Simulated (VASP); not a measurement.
A run of VASP 6.6.1 is set up as follows.

File INCAR:

```
PREC = Accurate
ENCUT = 550
EDIFF = 1E-8
ISMEAR = 0
SIGMA = 0.01
LREAL = F
LASPH = T
NELM = 120
ALGO = Normal
ISIF = 2
LWAVE = F
LCHARG = F
METAGGA = R2SCAN
LMIXTAU = T
NBANDS = 16
IBRION = 6
NFREE = 2
POTIM = 0.015
NSW = 1
GGA_COMPAT = F
```

KPOINTS

```
Automatic mesh
0
Gamma
  6 6 6
```

Contents of POSCAR:

```
AgI
1.0
    3.2249868996      3.2249868996      0.0000000000
   -3.2249868996      3.2249868996      0.0000000000
    0.0000000000      3.2249868996      3.2249868996
Ag I
1 1
Direct
    0.0000000000      0.0000000000      0.0000000000
    0.7500000000      0.2500000000      0.5000000000
```

Potentials or basis: VASP PAW PBE potentials, release 64 (Ag, I).

The run is started by

```console
$ cat potpaw_PBE.64/Ag/POTCAR potpaw_PBE.64/I/POTCAR > POTCAR
$ mpirun -np 1 vasp_std > vasp.out
```

What does it give for the highest phonon frequency at Γ, LO-TO splitting left out?

111 cm⁻¹.

Phonon frequencies in cm⁻¹ (negative: imaginary):
```
              q point        frequencies
(0.000, 0.000, 0.000)  0 0 0 111 111 111
```

Caveat: the cell stands under pressure or tension, which shifts response properties.
